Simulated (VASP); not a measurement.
# Al (Fm-3m) in VASP: a series of runs

The runs below take Al through single point, with PBEsol.

All numbers are computed with VASP 6.6.1; they aren't measurements. Logs are shortened: lines on timing, memory, paths and dates and some standing lists are left out, and cuts for length are marked.

## Step 1: The cell of the first run

It takes space group Fm-3m (No. 225, cubic). Conventional cell: a = 4.021 Å, b = 4.021 Å, c = 4.021 Å, α = 90.00°, β = 90.00°, γ = 90.00°. Within 3.7 Å of Al (site symmetry m-3m) lie 12 Al at 2.84 Å.

## Step 2: Single point, PBEsol (volume scaled by 0.98)

The input, INCAR:

```
  ALGO = Normal
  EDIFF = 1E-6
  ENCUT = 520
  GGA = PS
  ISIF = 2
  ISMEAR = -1
  LASPH = T
  LCHARG = F
  LREAL = F
  LWAVE = F
  NBANDS = 8
  NELM = 100
  PREC = Accurate
  SIGMA = 0.05
```

The input, KPOINTS:

```
k-points
0
Gamma
  14 14 14
```

The input, POSCAR:

```
Al
1.0
    0.0000000000      2.0103958323      2.0103958323
    2.0103958323      0.0000000000      2.0103958323
    2.0103958323      2.0103958323      0.0000000000
Al
1
Direct
    0.0000000000      0.0000000000      0.0000000000
```

Potentials or basis: VASP PAW PBE potentials, release 64 (Al).

On the command line:

```sh
$ cat potpaw_PBE.64/Al/POTCAR > POTCAR
$ mpirun -np 1 vasp_std > vasp.out
```

OUTCAR:

```text
EDIFF = 1E-6
   ENCUT = 520
   GGA = PS
   ISIF = 2
   ISMEAR = -1
   LASPH = T
   LREAL = F
   NELM = 100
   PREC = Accurate

 ion  position               nearest neighbor table
   1  0.000  0.000  0.000-

  LATTYP: Found a face centered cubic cell.
 ALAT       =     4.0207916646

  Lattice vectors:

 A1 = (   0.0000000000,   2.0103958323,   2.0103958323)
 A2 = (   2.0103958323,   0.0000000000,   2.0103958323)
 A3 = (   2.0103958323,   2.0103958323,   0.0000000000)

Analysis of symmetry for initial positions (statically):
[... 5 lines left out ...]
 face centered cubic supercell.

 Subroutine GETGRP returns: Found 48 space group operations
 (whereof 48 operations were pure point group operations)
 out of a pool of 48 trial point group operations.

The static configuration has the point symmetry O_h .

Analysis of symmetry for dynamics (positions and initial velocities):
[... 5 lines left out ...]
 face centered cubic supercell.

 Subroutine GETGRP returns: Found 48 space group operations
 (whereof 48 operations were pure point group operations)
 out of a pool of 48 trial point group operations.

The dynamic configuration has the point symmetry O_h .

 Subroutine INISYM returns: Found 48 space group operations
 (whereof 48 operations are pure point group operations),
 and found     1 'primitive' translations

----------------------------------------------------------------------------------------

                                     Primitive cell

  volume of cell :      16.2508

  direct lattice vectors                    reciprocal lattice vectors
     0.000000000  2.010395832  2.010395832    -0.248707241  0.248707241  0.248707241
     2.010395832  0.000000000  2.010395832     0.248707241 -0.248707241  0.248707241
     2.010395832  2.010395832  0.000000000     0.248707241  0.248707241 -0.248707241

  length of vectors
     2.843129052  2.843129052  2.843129052     0.430773577  0.430773577  0.430773577

  position of ions in fractional coordinates (direct lattice)
     0.000000000  0.000000000  0.000000000

  ion indices of the primitive-cell ions
   primitive index   ion index
                 1           1

----------------------------------------------------------------------------------------

 KPOINTS: k-points

Automatic generation of k-mesh.
 Grid dimensions read from file:
 generate k-points for:   14   14   14

 Generating k-lattice:

  Cartesian coordinates                     Fractional coordinates (reciprocal lattice)
[... 49 lines left out ...]
   NGXF,Y,Z  is equivalent  to a cutoff of  28.07, 28.07, 28.07 a.u.
 SYSTEM =  unknown system
   PREC   = accura    normal or accurate (medium, high low for compatibility)
   ISTART =      0    job   : 0-new  1-cont  2-samecut
   ICHARG =      2    charge: 1-file 2-atom 10-const
   ISPIN  =      1    spin polarized calculation?
   LNONCOLLINEAR =      F non collinear calculations
   LSORBIT =      F    spin-orbit coupling
   LASPH  =      T    aspherical Exc in radial PAW
   ENCUT  =  520.0 eV  38.22 Ry    6.18 a.u.   5.29  5.29  5.29*2*pi/ulx,y,z
   NELM   =    100;   NELMIN=  2; NELMDL= -5     # of ELM steps
   EDIFF  = 0.1E-05   stopping-criterion for ELM
   LREAL  =      F    real-space projection
   EDIFFG = 0.1E-04   stopping-criterion for IOM
   NSW    =      0    number of steps for IOM
   IBRION =     -1    ionic relax: 0-MD 1-quasi-New 2-CG
   NFREE  =      0    steps in history (QN), initial steepest desc. (CG)
   ISIF   =      2    stress and relaxation
   ISYM   =      2    0-nonsym 1-usesym 2-fastsym
   POTIM  = 0.5000    time-step for ionic-motion
   TEBEG  =    0.0;   TEEND  =   0.0 temperature during run
   PSTRESS=    0.0 pullay stress
   NELECT =       3.0000    total number of electrons
   NUPDOWN=      -1.0000    fix difference up-down
   EMIN   =  10.00;   EMAX   =-10.00  energy-range for DOS
[... 5 lines left out ...]
     AMIX     =   0.40;   BMIX     =  1.00
     AMIX_MAG =   1.60;   BMIX_MAG =  1.00
  volume/ion in A,a.u.               =      16.25       109.67
  Fermi-wavevector in a.u.,A,eV,Ry     =   0.932160  1.761526 11.822399  0.868922
  Thomas-Fermi vector in A             =   2.058728
   LORBIT       =      0    0 simple, 1 ext, 2 COOP (PROOUT), +10 PAW based schemes
   GGA     = PS    functional components
   LHFCALC =     F    Hartree Fock is set to
   AEXX    =    0.0000 exact exchange contribution
   IVDW    =     0    specifies the selected vdW correction
   LEPSILON=     F    determine dielectric tensor
   LRPA    =     F    only Hartree local field effects (RPA)
 non-spin polarized calculation
  energy-cutoff  :      520.00
  volume of cell :       16.25
 maximum number of plane-waves:       452
 NGX is ok and might be reduce to    24
   NGX = 11   NGY = 11   NGZ = 11

 number of electron       3.0000000 magnetization

 Free energy of the ion-electron system (eV)
  ---------------------------------------------------
  ext. energy  EPLUGINS =         0.00000000
  ---------------------------------------------------
  free energy    TOTEN  =        -4.08674404 eV

  energy without entropy =       -4.08273620  energy(sigma->0) =       -4.08474012

 E-fermi :   8.0745     XC(G=0): -10.3128

 val. band max:        8.0583166866   @ k =  -0.3571   0.4286   0.2143
 cond. band min:       8.1166961131   @ k =   0.5000   0.2857   0.0000
 fundamental gap:      0.0583794265
 Fermi energy:         8.0745122774

 k-point     1 :       0.0000    0.0000    0.0000
  band No.  band energies     occupation
      1      -3.1265      2.00000
      2      20.7878      0.00000
      3      20.7878      0.00000
      4      20.7878      0.00000
      5      22.3945      0.00000
      6      22.3945      0.00000
      7      22.3945      0.00000
      8      24.7038      0.00000
[... 243 lines left out ...]
 k-point    24 :       0.2857    0.1429    0.0000
  band No.  band energies     occupation
      1      -1.0866      2.00000
      2      12.4212      0.00000
      3      16.6148      0.00000
      4      18.1197      0.00000
      5      18.6067      0.00000
      6      22.5138      0.00000
      7      26.4324      0.00000
      8      27.0279      0.00000

 [... further k-points ...]
[... 5 lines left out ...]
  --------------------------------------------------------------------------------------
  -------------------------------------------------------------------------------------
  Total       -0.0515245     -0.0515245     -0.0515245      0.0000000      0.0000000     -0.0000000
  in kB       -5.0798373     -5.0798373     -5.0798373      0.0000000      0.0000000     -0.0000000
  external PRESSURE =      -5.0798373 kB  Pullay stress =       0.0000000 kB

 VOLUME and BASIS-vectors are now :
 -----------------------------------------------------------------------------
  energy-cutoff  :      520.00
  volume of cell :       16.25
      direct lattice vectors                 reciprocal lattice vectors
     0.000000000  2.010395832  2.010395832    -0.248707241  0.248707241  0.248707241
     2.010395832  0.000000000  2.010395832     0.248707241 -0.248707241  0.248707241
     2.010395832  2.010395832  0.000000000     0.248707241  0.248707241 -0.248707241

 POSITION                                       TOTAL-FORCE (eV/Angst)
 -----------------------------------------------------------------------------------
      0.00000      0.00000      0.00000         0.000000     -0.000000     -0.000000
 -----------------------------------------------------------------------------------
    total drift:                                0.000000     -0.000000     -0.000000

  FREE ENERGIE OF THE ION-ELECTRON SYSTEM (eV)
  ---------------------------------------------------
  free  energy   TOTEN  =        -4.0867440362 eV

  energy  without entropy=       -4.0827362029  energy(sigma->0) =       -4.08474012
```

It took 19 s on 1 thread of Intel Xeon 8259CL, shared host; peak memory 0.11 GiB.

What came out:

| Property | Result |
| --- | --- |
| Free energy | -4.0867 eV |
| Pressure | -0.5 GPa |

Levels at points of the mesh, in eV from the Fermi level:
| k point | band 1 | band 2 | band 3 | band 4 | band 5 |
| --- | --- | --- | --- | --- | --- |
| (0.00, 0.00, 0.00) | -11.20 | 12.71 | 12.71 | 12.71 | 14.32 |
| (0.50, 0.00, 0.00) | -4.62 | -4.36 | 11.54 | 11.54 | 11.59 |
| (0.50, 0.50, 0.00) | -2.92 | -1.58 | 5.29 | 5.69 | 5.69 |

Caveat: the PAW data sets were made with another functional, which shifts forces and pressure a little.

## Step 3: Single point, PBEsol (volume scaled by 0.96)

The input, INCAR:

```
PREC = Accurate
ENCUT = 520
EDIFF = 1E-6
ISMEAR = -1
SIGMA = 0.05
LREAL = F
LASPH = T
NELM = 60
ALGO = Normal
ISIF = 2
LWAVE = F
LCHARG = F
GGA = PS
NBANDS = 8
```

The input, KPOINTS:

```
Automatic mesh
0
Gamma
  14 14 14
```

The input, POSCAR:

```
Al
1.0
    0.0000000000      1.9966255657      1.9966255657
    1.9966255657      0.0000000000      1.9966255657
    1.9966255657      1.9966255657      0.0000000000
Al
1
Direct
    0.0000000000      0.0000000000      0.0000000000
```

Potentials or basis: VASP PAW PBE potentials, release 64 (Al).

On the command line:

```sh
$ cat potpaw_PBE.64/Al/POTCAR > POTCAR
$ mpirun -np 1 vasp_std > vasp.out
```

OUTCAR:

```text
PREC = Accurate
   ENCUT = 520
   EDIFF = 1E-6
   ISMEAR = -1
   LREAL = F
   LASPH = T
   NELM = 60
   ISIF = 2
   GGA = PS

 ion  position               nearest neighbor table
   1  0.000  0.000  0.000-

  LATTYP: Found a face centered cubic cell.
 ALAT       =     3.9932511314

  Lattice vectors:

 A1 = (   0.0000000000,   1.9966255657,   1.9966255657)
 A2 = (   1.9966255657,   0.0000000000,   1.9966255657)
 A3 = (   1.9966255657,   1.9966255657,   0.0000000000)

Analysis of symmetry for initial positions (statically):
[... 5 lines left out ...]
 face centered cubic supercell.

 Subroutine GETGRP returns: Found 48 space group operations
 (whereof 48 operations were pure point group operations)
 out of a pool of 48 trial point group operations.

The static configuration has the point symmetry O_h .

Analysis of symmetry for dynamics (positions and initial velocities):
[... 5 lines left out ...]
 face centered cubic supercell.

 Subroutine GETGRP returns: Found 48 space group operations
 (whereof 48 operations were pure point group operations)
 out of a pool of 48 trial point group operations.

The dynamic configuration has the point symmetry O_h .

 Subroutine INISYM returns: Found 48 space group operations
 (whereof 48 operations are pure point group operations),
 and found     1 'primitive' translations

----------------------------------------------------------------------------------------

                                     Primitive cell

  volume of cell :      15.9192

  direct lattice vectors                    reciprocal lattice vectors
     0.000000000  1.996625566  1.996625566    -0.250422517  0.250422517  0.250422517
     1.996625566  0.000000000  1.996625566     0.250422517 -0.250422517  0.250422517
     1.996625566  1.996625566  0.000000000     0.250422517  0.250422517 -0.250422517
[... 87 lines left out ...]
   NFREE  =      0    steps in history (QN), initial steepest desc. (CG)
   ISIF   =      2    stress and relaxation
   ISYM   =      2    0-nonsym 1-usesym 2-fastsym
   POTIM  = 0.5000    time-step for ionic-motion
   TEBEG  =    0.0;   TEEND  =   0.0 temperature during run
   PSTRESS=    0.0 pullay stress
   NELECT =       3.0000    total number of electrons
   NUPDOWN=      -1.0000    fix difference up-down
   EMIN   =  10.00;   EMAX   =-10.00  energy-range for DOS
[... 5 lines left out ...]
     AMIX     =   0.40;   BMIX     =  1.00
     AMIX_MAG =   1.60;   BMIX_MAG =  1.00
  volume/ion in A,a.u.               =      15.92       107.43
  Fermi-wavevector in a.u.,A,eV,Ry     =   0.938589  1.773675 11.986034  0.880949
  Thomas-Fermi vector in A             =   2.065816
   LORBIT       =      0    0 simple, 1 ext, 2 COOP (PROOUT), +10 PAW based schemes
   GGA     = PS    functional components
   LHFCALC =     F    Hartree Fock is set to
   AEXX    =    0.0000 exact exchange contribution
   IVDW    =     0    specifies the selected vdW correction
   LEPSILON=     F    determine dielectric tensor
   LRPA    =     F    only Hartree local field effects (RPA)
 non-spin polarized calculation
  energy-cutoff  :      520.00
  volume of cell :       15.92
 maximum number of plane-waves:       444
 NGX is ok and might be reduce to    24
   NGX = 11   NGY = 11   NGZ = 11

 number of electron       3.0000000 magnetization

 Free energy of the ion-electron system (eV)
  ---------------------------------------------------
  ext. energy  EPLUGINS =         0.00000000
  ---------------------------------------------------
  free energy    TOTEN  =        -4.08602654 eV

  energy without entropy =       -4.08214537  energy(sigma->0) =       -4.08408596

 E-fermi :   8.2919     XC(G=0): -10.3885

 val. band max:        8.2704351656   @ k =  -0.3571   0.3571   0.0000
 cond. band min:       8.3312761311   @ k =   0.5000   0.2857   0.0000
 fundamental gap:      0.0608409655
 Fermi energy:         8.2918764798

 k-point     1 :       0.0000    0.0000    0.0000
  band No.  band energies     occupation
      1      -3.0519      2.00000
      2      21.1216      0.00000
      3      21.1216      0.00000
      4      21.1216      0.00000
      5      22.8879      0.00000
      6      22.8879      0.00000
      7      22.8879      0.00000
      8      25.0748      0.00000
[... 243 lines left out ...]
 k-point    24 :       0.2857    0.1429    0.0000
  band No.  band energies     occupation
      1      -0.9846      2.00000
      2      12.6891      0.00000
      3      16.9586      0.00000
      4      18.4260      0.00000
      5      19.0026      0.00000
      6      22.9587      0.00000
      7      26.8937      0.00000
      8      27.5097      0.00000

 [... further k-points ...]
[... 5 lines left out ...]
  --------------------------------------------------------------------------------------
  -------------------------------------------------------------------------------------
  Total        0.1211680      0.1211680      0.1211680      0.0000000     -0.0000000      0.0000000
  in kB       12.1949084     12.1949084     12.1949084      0.0000000     -0.0000000      0.0000000
  external PRESSURE =      12.1949084 kB  Pullay stress =       0.0000000 kB

 VOLUME and BASIS-vectors are now :
 -----------------------------------------------------------------------------
  energy-cutoff  :      520.00
  volume of cell :       15.92
      direct lattice vectors                 reciprocal lattice vectors
     0.000000000  1.996625566  1.996625566    -0.250422517  0.250422517  0.250422517
     1.996625566  0.000000000  1.996625566     0.250422517 -0.250422517  0.250422517
     1.996625566  1.996625566  0.000000000     0.250422517  0.250422517 -0.250422517

 POSITION                                       TOTAL-FORCE (eV/Angst)
 -----------------------------------------------------------------------------------
      0.00000      0.00000      0.00000         0.000000      0.000000     -0.000000
 -----------------------------------------------------------------------------------
    total drift:                               -0.000000      0.000000      0.000000

  FREE ENERGIE OF THE ION-ELECTRON SYSTEM (eV)
  ---------------------------------------------------
  free  energy   TOTEN  =        -4.0860265393 eV

  energy  without entropy=       -4.0821453709  energy(sigma->0) =       -4.08408596
```

OSZICAR:

```text
N       E                     dE             d eps       ncg     rms          rms(c)
DAV:   1    -0.265579909487E+01   -0.26558E+01   -0.88305E+02  1664   0.205E+02
DAV:   2    -0.410978705703E+01   -0.14540E+01   -0.14304E+01  2424   0.193E+01
DAV:   3    -0.411553709882E+01   -0.57500E-02   -0.57438E-02  2168   0.136E+00
DAV:   4    -0.411554836044E+01   -0.11262E-04   -0.11261E-04  2600   0.512E-02
DAV:   5    -0.411554838463E+01   -0.24189E-07   -0.23676E-07  2096   0.124E-03    0.146E+00
DAV:   6    -0.409793383707E+01    0.17615E-01   -0.20765E-03  2264   0.190E-01    0.830E-01
DAV:   7    -0.408604390599E+01    0.11890E-01   -0.56858E-03  2168   0.305E-01    0.176E-01
DAV:   8    -0.408602724810E+01    0.16658E-04   -0.20507E-05  2480   0.306E-02    0.130E-02
DAV:   9    -0.408602653929E+01    0.70880E-06   -0.33322E-07  2304   0.271E-03
   1 F= -.40860265E+01 E0= -.40840860E+01  d E =-.388117E-02
```

It took 24 s on 1 thread of Intel Xeon 8259CL, shared host; peak memory 0.1 GiB.

What came out:

| Item | Value |
| --- | --- |
| Free energy | -4.0860 eV |
| Pressure | 1.2 GPa |

Levels at points of the mesh, in eV from the Fermi level:
```csv
k point,band 1,band 2,band 3,band 4
"(0.00, 0.00, 0.00)",-11.34,12.83,12.83,12.83
"(0.50, 0.00, 0.00)",-4.70,-4.39,11.64,11.64
"(0.50, 0.50, 0.00)",-2.97,-1.58,5.30,5.79
```

Caveat: the PAW data sets were made with another functional, which shifts forces and pressure a little.

## Step 4: Single point, PBEsol (volume scaled by 0.99)

The input, INCAR:

```
SYSTEM = Al
  PREC = Accurate
  ENCUT = 520
  EDIFF = 1E-6
  ISMEAR = -1
  SIGMA = 0.05
  LREAL = .FALSE.
  LASPH = .TRUE.
  NELM = 100
  ALGO = Normal
  ISIF = 2
  LWAVE = .FALSE.
  LCHARG = .FALSE.
  GGA = PS
  NBANDS = 8
```

The input, KPOINTS:

```
Automatic mesh
0
G
  14 14 14
  0 0 0
```

The input, POSCAR:

```
Al
1.0
    0.0000000000      2.0172107856      2.0172107856
    2.0172107856      0.0000000000      2.0172107856
    2.0172107856      2.0172107856      0.0000000000
Al
1
Direct
    0.0000000000      0.0000000000      0.0000000000
```

On the command line:

```sh
$ cat potpaw_PBE.64/Al/POTCAR > POTCAR
$ mpirun -np 1 vasp_std > vasp.out
```

It took 25 s on 1 thread of Intel Xeon 8259CL, shared host; peak memory 0.11 GiB.

Results (log left out):

| Property | Result |
| --- | --- |
| Free energy | -4.0858 eV |
| Pressure | -1.3 GPa |

Levels at points of the mesh, in eV from the Fermi level:
| k point | band 1 | band 2 | band 3 | band 4 | band 5 | band 6 |
| --- | --- | --- | --- | --- | --- | --- |
| (0.00, 0.00, 0.00) | -11.13 | 12.66 | 12.66 | 12.66 | 14.18 | 14.18 |
| (0.50, 0.00, 0.00) | -4.58 | -4.35 | 11.48 | 11.48 | 11.49 | 11.49 |
| (0.50, 0.50, 0.00) | -2.90 | -1.58 | 5.29 | 5.64 | 5.64 | 9.13 |

Caveat: the PAW data sets were made with another functional, which shifts forces and pressure a little.

## Step 5: Summary

```csv
cell,gap on the mesh (eV),pressure (GPa)
"a = 2.843 Å, angles 60.0°, 1 atom",none,-0.5
"a = 2.824 Å, angles 60.0°, 1 atom",none,1.2
"a = 2.853 Å, angles 60.0°, 1 atom",none,-1.3
```

Alike in all rows: task single point; level PBEsol; potentials or basis VASP PAW PBE potentials, release 64 (Al); no spin polarisation; k mesh 14 × 14 × 14; cutoff (eV) 520; smearing fermi-dirac 0.05 eV.

Caveats: the PAW data sets were made with another functional, which shifts forces and pressure a little.

Total energies depend on the potentials used, so only differences within one code and one set of settings carry meaning.
